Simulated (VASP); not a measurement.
A run of VASP 6.6.1 is set up as follows.

Contents of INCAR:

```
  PREC = Accurate
  ENCUT = 600
  EDIFF = 1E-6
  ISMEAR = 1
  SIGMA = 0.05
  LREAL = False
  LASPH = True
  NELM = 100
  ALGO = Normal
  ISIF = 3
  LWAVE = False
  LCHARG = False
  GGA = PE
  IBRION = 2
  NSW = 60
  EDIFFG = -0.01
```

Contents of KPOINTS:

```
Automatic mesh
0
Gamma
  6 6 6
```

Contents of POSCAR:

```
ZnS
1.0
    0.0000000000      2.7380270000      2.7380270000
    2.7380270000      0.0000000000      2.7380270000
    2.7380270000      2.7380270000      0.0000000000
Zn S
1 1
Direct
    0.0000000000      0.0000000000      0.0000000000
    0.2500000000      0.2500000000      0.2500000000
```

Potentials or basis: VASP PAW PBE potentials, release 64 (Zn, S).

The run is started by

```bash
$ cat potpaw_PBE.64/Zn/POTCAR potpaw_PBE.64/S/POTCAR > POTCAR
$ mpirun -np 1 vasp_std > vasp.out
```

Question: What does it give for the relaxed cell?

Answer: a = 3.852 Å, b = 3.852 Å, c = 3.852 Å, α = 60.00°, β = 60.00°, γ = 60.00°.

Question: What does it give for the band gap on the k mesh?

Answer: 2.01 eV, direct.

Question: What does it give for the relaxed volume?

Answer: 20.21 Å³/atom.

Question: What does it give for the space group after relaxing (to 0.05 Å)?

Answer: F-43m (No. 216).

The path:
| step | energy change (eV) | largest force (eV/Å) | pressure (GPa) | volume (Å³) |
| --- | --- | --- | --- | --- |
| 1 | 0.0000 | 0.0000 | -1.04 | 41.05 |
| 2 | -0.0020 | 0.0000 | 0.32 | 40.27 |
| 3 | -0.0021 | 0.0000 | 0.03 | 40.43 |

As with any semilocal functional, this PBE gap is likely too small.
